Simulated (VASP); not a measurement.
# Al16BH3 in VASP: further runs

The runs below take Al16BH3 through single point, with PBEsol.

All numbers are computed with VASP 6.6.1; they aren't measurements. Logs are shortened: lines on timing, memory, paths and dates and some standing lists are left out, and cuts for length are marked.

**1. The cell of the first run**

The cell holds a slab with vacuum, 20 atoms: a = 8.100 Å, b = 5.728 Å, c = 17.296 Å, α = 90.00°, β = 90.00°, γ = 90.00°.

**2. Single point, PBEsol**

INCAR

```
SYSTEM = Al16BH3
ALGO     = Normal         ! electronic algorithm
EDIFF    = 1E-7           ! SCF threshold, eV
ENCUT    = 520            ! plane-wave cutoff, eV
GGA      = PS             ! functional
ISIF     = 2              ! what is computed and relaxed
ISMEAR   = 0              ! smearing method
LASPH    = .True.         ! aspherical terms in the spheres
LCHARG   = .False.        ! write CHGCAR
LREAL    = Auto         
LWAVE    = .False.        ! write WAVECAR
NBANDS   = 43             ! bands
NELM     = 80             ! most SCF steps
PREC     = Accurate       ! precision mode
SIGMA    = 0.15           ! smearing width, eV
```

KPOINTS

```
k-points
0
Gamma
  2 3 1
  0 0 0
```

POSCAR

```
Al16BH3
1.0
    8.1000000000      0.0000000000      0.0000000000
    0.0000000000      5.7275650000      0.0000000000
    0.0000000000      0.0000000000     17.2956740000
Al B H
16 1 3
Direct
    0.2500000000      0.2499999564      0.0578179260
    0.7500000000      0.2499999564      0.0578179260
    0.2500000000      0.7500000436      0.0578179260
    0.7500000000      0.7500000436      0.0578179260
    0.0051337037      0.0008883356      0.1311793342
    0.5006690123     -0.0009787754      0.1293424587
    0.0025811111      0.4982501290      0.1299898460
    0.4998054321      0.4966279737      0.1264766554
    0.2757975309      0.2385608893      0.2280810219
    0.7583687654      0.2448248077      0.2131727853
    0.2539271605      0.7375952957      0.2096406882
    0.7635560494      0.7519057400      0.2121235634
    0.0091409877     -0.0051285319      0.2877856047
    0.5101170370     -0.0421921008      0.2899307075
    0.0079464198      0.4961969004      0.2867307166
    0.5205207407      0.5089875017      0.2843317352
    0.4003400000      0.2428347823      0.3463906061
    0.4971582716      0.7180714667      0.3555946996
    0.2943596296      0.2625382689      0.3948881668
    0.5401311111      0.2101268165      0.3752575355
```

Potentials or basis: VASP PAW PBE potentials, release 64 (Al, B, H).

Launch:

```sh
$ cat potpaw_PBE.64/Al/POTCAR potpaw_PBE.64/B/POTCAR potpaw_PBE.64/H/POTCAR > POTCAR
$ mpirun -np 1 vasp_std > vasp.out
```

OUTCAR:

```text
SYSTEM = Al16BH3
   EDIFF = 1E-7
   ENCUT = 520
   GGA = PS
   ISIF = 2
   ISMEAR = 0
   LASPH = .True.
   LREAL = Auto
   NELM = 80
   PREC = Accurate

 ion  position               nearest neighbor table
   1  0.250  0.250  0.058-   8 2.74   5 2.75   7 2.76   6 2.78   3 2.86   3 2.86   9 2.95
   2  0.750  0.250  0.058-  10 2.69   8 2.74   6 2.77   7 2.79   5 2.81   4 2.86   4 2.86
   3  0.250  0.750  0.058-  11 2.63   5 2.76   8 2.76   7 2.77   6 2.77   1 2.86   1 2.86
   4  0.750  0.750  0.058-  12 2.67   8 2.76   6 2.76   7 2.80   5 2.82   2 2.86   2 2.86
   5  0.005  0.001  0.131-  13 2.71   1 2.75   3 2.76  12 2.80   2 2.81   4 2.82  10 2.82   7 2.85
                            11 2.86   7 2.88   9 3.08
   6  0.501  0.999  0.129-   4 2.76   2 2.77   3 2.77   1 2.78  14 2.79   9 2.85   8 2.85  11 2.86
                             8 2.88  10 2.91  12 2.93
   7  0.003  0.498  0.130-  15 2.71   1 2.76   3 2.77   2 2.79   4 2.80  12 2.81  11 2.81  10 2.84
                             5 2.85   5 2.88   9 3.16
   8  0.500  0.497  0.126-  16 2.74   1 2.74   2 2.74   3 2.76   4 2.76  11 2.82   6 2.85   6 2.88
                             9 2.93  10 2.95  12 2.98
   9  0.276  0.239  0.228-  17 2.28  16 2.70  14 2.71  13 2.77  15 2.81   6 2.85  11 2.88  11 2.89
                             8 2.93   1 2.95   5 3.08   7 3.16
  10  0.758  0.245  0.213-   2 2.69  16 2.74  15 2.79  13 2.80   5 2.82  12 2.82   7 2.84  12 2.90
                             6 2.91  14 2.92   8 2.95
  11  0.254  0.738  0.210-   3 2.63  15 2.77  14 2.80   7 2.81  13 2.82   8 2.82  16 2.84   6 2.86
                             5 2.86   9 2.88   9 2.89
  12  0.764  0.752  0.212-   4 2.67  16 2.71  14 2.72  13 2.76  15 2.78   5 2.80   7 2.81  10 2.82
                            10 2.90   6 2.93   8 2.98
  13  0.009  0.995  0.288-   5 2.71  12 2.76   9 2.77  10 2.80  11 2.82  15 2.86  15 2.87
  14  0.510  0.958  0.290-  18 1.79  20 2.08  17 2.10  16 2.57   9 2.71  12 2.72   6 2.79  11 2.80
                            10 2.92  16 3.16
  15  0.008  0.496  0.287-   7 2.71  11 2.77  12 2.78  10 2.79   9 2.81  13 2.86  13 2.87
  16  0.521  0.509  0.284-  18 1.73  17 2.10  14 2.57   9 2.70  12 2.71   8 2.74  10 2.74  11 2.84
                            14 3.16
  17  0.400  0.243  0.346-  19 1.21  20 1.25  14 2.10  16 2.10   9 2.28
  18  0.497  0.718  0.356-  16 1.73  14 1.79
  19  0.294  0.263  0.395-  17 1.21
  20  0.540  0.210  0.375-  17 1.25  14 2.08

  LATTYP: Found a simple orthorhombic cell.
 ALAT       =     5.7275650000
 B/A-ratio  =     1.4142135445
 C/A-ratio  =     3.0197254854

  Lattice vectors:

 A1 = (   0.0000000000,  -5.7275650000,   0.0000000000)
 A2 = (   8.1000000000,   0.0000000000,   0.0000000000)
 A3 = (   0.0000000000,   0.0000000000,  17.2956740000)

Analysis of symmetry for initial positions (statically):
=====================================================================
 Subroutine PRICEL returns:
 Original cell was already a primitive cell.

 Routine SETGRP: Setting up the symmetry group for a
 simple orthorhombic supercell.

 Subroutine GETGRP returns: Found  1 space group operations
 (whereof  1 operations were pure point group operations)
 out of a pool of  8 trial point group operations.

The static configuration has the point symmetry C_1 .

Analysis of symmetry for dynamics (positions and initial velocities):
=====================================================================
 Subroutine PRICEL returns:
 Original cell was already a primitive cell.

 Routine SETGRP: Setting up the symmetry group for a
 simple orthorhombic supercell.

 Subroutine GETGRP returns: Found  1 space group operations
 (whereof  1 operations were pure point group operations)
 out of a pool of  8 trial point group operations.

The dynamic configuration has the point symmetry C_1 .

 Subroutine INISYM returns: Found  1 space group operations
 (whereof  1 operations are pure point group operations),
 and found     1 'primitive' translations

----------------------------------------------------------------------------------------

                                     Primitive cell

  volume of cell :     802.4030

  direct lattice vectors                    reciprocal lattice vectors
     8.100000000  0.000000000  0.000000000     0.123456790  0.000000000  0.000000000
     0.000000000  5.727565000  0.000000000     0.000000000  0.174594265  0.000000000
     0.000000000  0.000000000 17.295674000     0.000000000  0.000000000  0.057817926

  length of vectors
     8.100000000  5.727565000 17.295674000     0.123456790  0.174594265  0.057817926

  position of ions in fractional coordinates (direct lattice)
     0.250000000  0.249999956  0.057817926
     0.750000000  0.249999956  0.057817926
     0.250000000  0.750000044  0.057817926
     0.750000000  0.750000044  0.057817926
     0.005133704  0.000888336  0.131179334
     0.500669012  0.999021225  0.129342459
[... 12 lines left out ...]
     0.294359630  0.262538269  0.394888167
     0.540131111  0.210126817  0.375257535

  ion indices of the primitive-cell ions
   primitive index   ion index
                 1           1
                 2           2
                 3           3
                 4           4
                 5           5
                 6           6
[... 12 lines left out ...]
                19          19
                20          20

----------------------------------------------------------------------------------------

 KPOINTS: k-points

Automatic generation of k-mesh.
 Grid dimensions read from file:
 generate k-points for:    2    3    1

 Generating k-lattice:

  Cartesian coordinates                     Fractional coordinates (reciprocal lattice)
     0.061728395  0.000000000  0.000000000     0.500000000  0.000000000  0.000000000
     0.000000000  0.058198088  0.000000000     0.000000000  0.333333333  0.000000000
     0.000000000  0.000000000  0.057817926     0.000000000  0.000000000  1.000000000

  Length of vectors
     0.061728395  0.058198088  0.057817926

  Shift w.r.t. Gamma in fractional coordinates (k-lattice)
     0.000000000  0.000000000  0.000000000

 Subroutine IBZKPT returns following result:
 ===========================================

 Found      4 irreducible k-points:

 Following reciprocal coordinates:
            Coordinates               Weight
  0.000000  0.000000  0.000000      1.000000
  0.500000  0.000000  0.000000      1.000000
  0.000000  0.333333  0.000000      2.000000
  0.500000  0.333333  0.000000      2.000000
   k-points           NKPTS =      4   k-points in BZ     NKDIM =      4   number of bands    NBANDS=     43
   number of dos      NEDOS =    301   number of ions     NIONS =     20
   total plane-waves  NPLWV = 403200
   dimension x,y,z NGX =    60 NGY =   48 NGZ =  140
   dimension x,y,z NGXF=   120 NGYF=   96 NGZF=  280
   ions per type =              16   1   3
   NGX,Y,Z   is equivalent  to a cutoff of  12.31, 13.93, 13.46 a.u.
   NGXF,Y,Z  is equivalent  to a cutoff of  24.63, 27.86, 26.91 a.u.
 SYSTEM =  Al16BH3
   PREC   = accura    normal or accurate (medium, high low for compatibility)
   ISTART =      0    job   : 0-new  1-cont  2-samecut
   ICHARG =      2    charge: 1-file 2-atom 10-const
   ISPIN  =      1    spin polarized calculation?
   LNONCOLLINEAR =      F non collinear calculations
   LSORBIT =      F    spin-orbit coupling
   LASPH  =      T    aspherical Exc in radial PAW
   ENCUT  =  520.0 eV  38.22 Ry    6.18 a.u.  15.06 10.65 32.16*2*pi/ulx,y,z
   NELM   =     80;   NELMIN=  2; NELMDL= -5     # of ELM steps
   EDIFF  = 0.1E-06   stopping-criterion for ELM
   LREAL  =      T    real-space projection
   EDIFFG = 0.1E-05   stopping-criterion for IOM
   NSW    =      0    number of steps for IOM
   IBRION =     -1    ionic relax: 0-MD 1-quasi-New 2-CG
   NFREE  =      0    steps in history (QN), initial steepest desc. (CG)
   ISIF   =      2    stress and relaxation
   ISYM   =      2    0-nonsym 1-usesym 2-fastsym
   POTIM  = 0.5000    time-step for ionic-motion
   TEBEG  =    0.0;   TEEND  =   0.0 temperature during run
   PSTRESS=    0.0 pullay stress
   NELECT =      54.0000    total number of electrons
   NUPDOWN=      -1.0000    fix difference up-down
   EMIN   =  10.00;   EMAX   =-10.00  energy-range for DOS
   EFERMI =   0.00;   METHOD = LEGACY
   ISMEAR =     0;   SIGMA  =   0.15  broadening in eV -4-tet -1-fermi 0-gaus
   EFERMI_NEDOS =   21; number of points for ismear=-14 and -15
   IALGO  =     38    algorithm
   IMIX   =      4    mixing-type and parameters
     AMIX     =   0.40;   BMIX     =  1.00
     AMIX_MAG =   1.60;   BMIX_MAG =  1.00
  volume/ion in A,a.u.               =      40.12       270.74
  Fermi-wavevector in a.u.,A,eV,Ry     =   0.665899  1.258367  6.033121  0.443422
  Thomas-Fermi vector in A             =   1.740036
   LORBIT       =      0    0 simple, 1 ext, 2 COOP (PROOUT), +10 PAW based schemes
   GGA     = PS    functional components
   LHFCALC =     F    Hartree Fock is set to
   AEXX    =    0.0000 exact exchange contribution
   IVDW    =     0    specifies the selected vdW correction
   LEPSILON=     F    determine dielectric tensor
   LRPA    =     F    only Hartree local field effects (RPA)
 non-spin polarized calculation
 Gauss-broadening in eV      SIGMA  =   0.15
  energy-cutoff  :      520.00
  volume of cell :      802.40
 maximum number of plane-waves:     21632
   NGX = 31   NGY = 21   NGZ = 65

 number of electron      54.0000000 magnetization

 Free energy of the ion-electron system (eV)
  ---------------------------------------------------
  ext. energy  EPLUGINS =         0.00000000
  ---------------------------------------------------
  free energy    TOTEN  =       -75.79791441 eV

  energy without entropy =      -75.71543217  energy(sigma->0) =      -75.75667329

 E-fermi :  -0.2311     XC(G=0):  -4.6517

 val. band max:       -0.2467889827   @ k =   0.0000   0.3333   0.0000
 cond. band min:       0.0703689981   @ k =   0.0000   0.0000   0.0000
 fundamental gap:      0.3171579808
 Fermi energy:        -0.2310702397

 k-point     1 :       0.0000    0.0000    0.0000
  band No.  band energies     occupation
      1     -10.6489      2.00000
      2      -9.5220      2.00000
      3      -8.1863      2.00000
      4      -8.1174      2.00000
      5      -7.4462      2.00000
      6      -6.5389      2.00000
[... 31 lines left out ...]
     38       2.4460      0.00000
     39       2.5802      0.00000

 k-point     2 :       0.5000    0.0000    0.0000
  band No.  band energies     occupation
      1     -10.3752      2.00000
      2      -9.8604      2.00000
      3      -9.0297      2.00000
      4      -7.4347      2.00000
      5      -7.0585      2.00000
      6      -6.0127      2.00000
[... 31 lines left out ...]
     38       2.4430      0.00000
     39       2.5278      0.00000

 k-point     3 :       0.0000    0.3333    0.0000
  band No.  band energies     occupation
      1     -10.2066      2.00000
      2      -9.3029      2.00000
      3      -8.4728      2.00000
      4      -7.7350      2.00000
      5      -7.6797      2.00000
      6      -7.3900      2.00000
[... 31 lines left out ...]
     38       2.0503      0.00000
     39       2.5576      0.00000

 k-point     4 :       0.5000    0.3333    0.0000
  band No.  band energies     occupation
      1      -9.9932      2.00000
      2      -9.3707      2.00000
      3      -8.8625      2.00000
      4      -8.0327      2.00000
      5      -7.8493      2.00000
      6      -7.0065      2.00000
[... 31 lines left out ...]
     38       2.5975      0.00000
     39       2.8162      0.00000
 [bands above 39 left out]

------------------------ aborting loop because EDIFF is reached ----------------------------------------

  FORCE on cell =-STRESS in cart. coord.  units (eV):
  Direction    XX          YY          ZZ          XY          YZ          ZX
  --------------------------------------------------------------------------------------
  -------------------------------------------------------------------------------------
  Total        3.4405417     -6.2987310     -0.7016483      0.4096321      0.8421912      0.1187111
  in kB        6.8698123    -12.5768276     -1.4009980      0.8179222      1.6816235      0.2370334
  external PRESSURE =      -2.3693378 kB  Pullay stress =       0.0000000 kB

 VOLUME and BASIS-vectors are now :
 -----------------------------------------------------------------------------
  energy-cutoff  :      520.00
  volume of cell :      802.40
      direct lattice vectors                 reciprocal lattice vectors
     8.100000000  0.000000000  0.000000000     0.123456790  0.000000000  0.000000000
     0.000000000  5.727565000  0.000000000     0.000000000  0.174594265  0.000000000
     0.000000000  0.000000000 17.295674000     0.000000000  0.000000000  0.057817926

 POSITION                                       TOTAL-FORCE (eV/Angst)
 -----------------------------------------------------------------------------------
      2.02500      1.43189      1.00000         0.226412     -0.021944      0.445692
      6.07500      1.43189      1.00000        -0.155963     -0.056379     -0.010058
      2.02500      4.29567      1.00000         0.135506     -0.052272     -0.281914
      6.07500      4.29567      1.00000        -0.180365      0.024150     -0.078624
      0.04158      0.00509      2.26883        -0.005496     -0.005307     -0.000529
      4.05542      5.72196      2.23707        -0.002361     -0.013288     -0.001552
[... 12 lines left out ...]
      2.38431      1.50371      6.82986        -0.011968     -0.053290      0.010543
      4.37506      1.20351      6.49033         0.035484      0.046873     -0.071049
 -----------------------------------------------------------------------------------
    total drift:                                0.001806      0.015083     -0.006113

  FREE ENERGIE OF THE ION-ELECTRON SYSTEM (eV)
  ---------------------------------------------------
  free  energy   TOTEN  =       -75.7979144113 eV

  energy  without entropy=      -75.7154321666  energy(sigma->0) =      -75.75667329
```

It took 11 min on 1 thread of Intel Xeon 8259CL, shared host; peak memory 0.79 GiB.

Results:

| Item | Value |
| --- | --- |
| Free energy | -75.7979 eV |
| Largest force | 0.500 eV/Å |
| Band gap on the k mesh | zero (bands 27 and 28 overlap by 0.07 eV) |

Forces in eV/Å, atoms in the order of the input:
```
Al   0.226 -0.022  0.446
Al  -0.156 -0.056 -0.010
Al   0.136 -0.052 -0.282
Al  -0.180  0.024 -0.079
Al  -0.005 -0.005 -0.001
Al  -0.002 -0.013 -0.002
Al  -0.006  0.003 -0.001
Al   0.000 -0.003  0.033
Al  -0.008 -0.019 -0.003
Al  -0.016 -0.002  0.011
Al  -0.014 -0.022 -0.017
Al  -0.021 -0.018 -0.005
Al  -0.009 -0.008  0.002
Al  -0.006 -0.051  0.013
Al  -0.007 -0.007  0.011
Al  -0.018 -0.018  0.082
B   -0.051 -0.084 -0.063
H    0.116  0.358 -0.076
H   -0.012 -0.053  0.011
H    0.035  0.047 -0.071
```

Levels at points of the mesh, in eV from the Fermi level:
```csv
k point,band 23,band 24,band 25,band 26,band 27,band 28,band 29,band 30,band 31,band 32
"(0.00, 0.00, 0.00)",-1.33,-1.09,-0.66,-0.57,-0.31,-0.08,0.30,0.83,1.22,1.59
"(0.50, 0.00, 0.00)",-1.02,-0.88,-0.85,-0.72,-0.66,-0.05,0.64,0.66,1.43,1.48
```

Caveat: the k points lie up to 0.39 Å⁻¹ apart; there is no dipole correction, which matters where the two faces differ; the PAW data sets were made with another functional, which shifts forces and pressure a little.

[end of part 1 of 2]

The gap in the log of VASP goes by the Fermi energy; the results here count the filled bands.